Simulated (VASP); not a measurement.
## Al2Au: single point with PBE

Crystal: Al2Au.

```xyz
3
Lattice="0.0000 3.0000 3.0000 3.0000 0.0000 3.0000 3.0000 3.0000 0.0000" Properties=species:S:1:pos:R:3 pbc="T T T"
Au    0.0000    0.0000    0.0000
Al    4.5000    4.5000    4.5000
Al    1.5000    1.5000    1.5000
```

```json
{
  "Program": "VASP 6.6.1",
  "Task": "single point",
  "Functional": "PBE",
  "Potentials or basis": "VASP PAW PBE potentials, release 64 (Au, Al)",
  "Cutoff": "520 eV",
  "k mesh": "8 × 8 × 8",
  "Occupations": "fermi-dirac, width 0.05 eV",
  "Spin": "no spin polarisation",
  "Dipole correction": "no",
  "Further INCAR settings": "ALGO = Fast; EDIFF = 1e-06; NBANDS = 16"
}
```

```yaml
Pressure: 3.0 GPa
```

Levels at points of the mesh, in eV from the Fermi level:
```csv
k point,band 5,band 6,band 7,band 8,band 9,band 10,band 11,band 12,band 13,band 14
"(0.00, 0.00, 0.00)",-5.65,-5.65,2.24,2.96,2.96,2.96,3.91,3.91,3.91,5.74
"(0.50, 0.00, 0.00)",-5.53,-5.53,-5.46,0.36,0.36,3.29,3.60,3.81,3.81,8.84
"(0.50, 0.50, 0.00)",-5.79,-5.34,-5.02,-2.11,-2.11,1.26,2.10,7.64,9.81,9.81
```

Run time: 26 s on 1 thread of AMD EPYC 7R43 64-Core Processor (Zen 3), on a shared host, peak memory 0.15 GiB.

Caveat: spin-orbit coupling is left out, which moves the levels of the heavy elements.
